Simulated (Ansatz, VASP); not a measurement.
One calculation of SnO2, two programs

INCAR

```
SYSTEM = SnO2
ALGO = Normal
EDIFF = 1E-6
ENCUT = 520
GGA = CA
ISIF = 2
ISMEAR = 0
LASPH = .TRUE.
LCHARG = .FALSE.
LREAL = .FALSE.
LWAVE = .FALSE.
NBANDS = 64
NELM = 80
PREC = Accurate
SIGMA = 0.05
```

The input KPOINTS:

```
k-points
0
G
  6 6 6
  0 0 0
```

The input POSCAR:

```
SnO2
1.0
    3.1573000000      1.8228680049      4.1890333333
   -3.1573000000      1.8228680049      4.1890333333
    0.0000000000     -3.6457360098      4.1890333333
Sn O
4 8
Direct
    0.8645353782      0.8645353782      0.8645353782
    0.3648691645      0.3648691645      0.8648751974
    0.3648691645      0.8648751974      0.3648691645
    0.8648751974      0.3648691645      0.3648691645
    0.1199116729      0.6196051221      0.6196051221
    0.6196051221      0.1199116729      0.6196051221
    0.6196051221      0.6196051221      0.1199116729
    0.6099370359      0.6099370359      0.6099370359
    0.1198492242      0.1198492242      0.1198492242
    0.1096932183      0.1096932183      0.6100024814
    0.1096932183      0.6100024814      0.1096932183
    0.6100024814      0.1096932183      0.1096932183
```

Input for Ansatz:

```yaml
crystal:
  lattice:
    - [3.1573, 1.8228680049, 4.1890333333]
    - [-3.1573, 1.8228680049, 4.1890333333]
    - [0.0, -3.6457360098, 4.1890333333]
  atoms:
    - { symbol: Sn, position: [0.8645353782, 0.8645353782, 0.8645353782] }
    - { symbol: Sn, position: [0.3648691645, 0.3648691645, 0.8648751974] }
    - { symbol: Sn, position: [0.3648691645, 0.8648751974, 0.3648691645] }
    - { symbol: Sn, position: [0.8648751974, 0.3648691645, 0.3648691645] }
    - { symbol: O, position: [0.1199116729, 0.6196051221, 0.6196051221] }
    - { symbol: O, position: [0.6196051221, 0.1199116729, 0.6196051221] }
    - { symbol: O, position: [0.6196051221, 0.6196051221, 0.1199116729] }
    - { symbol: O, position: [0.6099370359, 0.6099370359, 0.6099370359] }
    - { symbol: O, position: [0.1198492242, 0.1198492242, 0.1198492242] }
    - { symbol: O, position: [0.1096932183, 0.1096932183, 0.6100024814] }
    - { symbol: O, position: [0.1096932183, 0.6100024814, 0.1096932183] }
    - { symbol: O, position: [0.6100024814, 0.1096932183, 0.1096932183] }
basis:
  ecutwfc: 520.0
kpoints:
  mp_grid: { grid: [6, 6, 6] }
hamiltonian:
  xc: lda
  pseudopotentials: { kind: paw, azcp: { folder: soft_1 } }
scf:
  occupations: { method: gaussian, width: 0.05 }
output:
  forces: true
  stress: true
  eigenvalues: true
```

Alike in both runs: task single point; functional LDA; k mesh 6 × 6 × 6; occupations gaussian, width 0.05 eV; no spin polarisation.

|  | VASP | Ansatz |
| --- | --- | --- |
| version | VASP 6.6.1 | Ansatz 0.2.0 |
| potentials or method | VASP PAW LDA potentials, release 64 (Sn_d, O), cutoff 520 eV | scalar-relativistic, plane waves, PAW |
| valence electrons in the cell | 104 | 104 |

```csv
,VASP,Ansatz,Ansatz less VASP
gap on the k mesh at the Fermi level (eV),1.93,1.92,-0.003
least direct gap on the mesh (eV),1.93,1.92,-0.003
pressure (GPa),5.4,4.0,-1.43
"traceless stress, the component that is largest in VASP (GPa)",-4.27,-3.46,+0.810
rms of the force components (eV/Å),0.054,0.008,-0.0461
```

Ansatz warns that its potentials were made for another functional, while VASP's fit it. LDA's correlation is that of Perdew and Zunger in VASP and of Perdew and Wang (1992) in Ansatz. Atom by atom the forces differ by 0.046 eV/Å (rms over components).
